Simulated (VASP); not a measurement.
A run of VASP 6.6.1:

File INCAR:

```
SYSTEM = Al2O3
ALGO = Normal
EDIFF = 1E-6
ENCUT = 520
GGA = PE
GGA_COMPAT = .FALSE.
ISIF = 2
ISMEAR = -1
ISYM = 0
LASPH = .TRUE.
LCHARG = .TRUE.
LELF = .TRUE.
LREAL = .FALSE.
LVHAR = .TRUE.
LWAVE = .FALSE.
NBANDS = 64
NELM = 120
PREC = Accurate
SIGMA = 0.1241
```

KPOINTS

```
k-points
0
G
  1 1 1
  0 0 0
```

File POSCAR:

```
Al2O3
1.0
    5.7104520000      0.0137290000     -0.0021660000
    0.0137290000      5.8090040000      0.1390750000
   -0.0021660000      0.1390750000      5.7076010000
Al O
8 12
Direct
    0.7892489232      0.6398159661      0.7890698925
    0.5814651182      0.2846784743      0.0572473084
    0.4621927322      0.1124232878      0.5885833366
    1.0324247934      0.2050228000      0.8527166994
    0.2725287631      0.7529074008      0.8887747585
    0.9666516581     -0.0349059495      0.2920916007
    0.0967031103      0.4260768832      0.3901567079
    0.5384594762      0.7098841951      0.3277897594
    0.8456684752      0.6198827648      0.4402614202
    0.7184767646      0.2876713967      0.7906362623
    0.4629991808      0.8209395075      0.6427869948
    0.1320510061      0.1047563089      0.5296081557
    0.9548725883      0.8636227208      0.9029352129
    0.9278592369      0.2481326379      0.1464672630
    0.3607554595      0.0927832268      0.9190009198
    0.1527218169      0.5097986267      0.7399030786
    0.6311665878      0.0372671106      0.3075457068
    0.2030235245      0.7319449560      0.2257451956
    0.3960573918      0.4289784570      0.3837350721
    0.5829872750      0.6226665155      0.0394455402
```

Potentials or basis: VASP PAW PBE potentials, release 64 (Al, O).

Command:

```bash
$ cat potpaw_PBE.64/Al/POTCAR potpaw_PBE.64/O/POTCAR > POTCAR
$ mpirun -np 1 vasp_gam > vasp.out
```

Hardware: 1 thread of Intel(R) Xeon(R) 6975P-C (Granite Rapids), on a shared host.

Estimate the wall time of this run.

It took 27 s on 1 thread of Intel(R) Xeon(R) 6975P-C (Granite Rapids) (shared host), peak memory 0.24 GiB. Counts: scf iterations 16, k points 1.
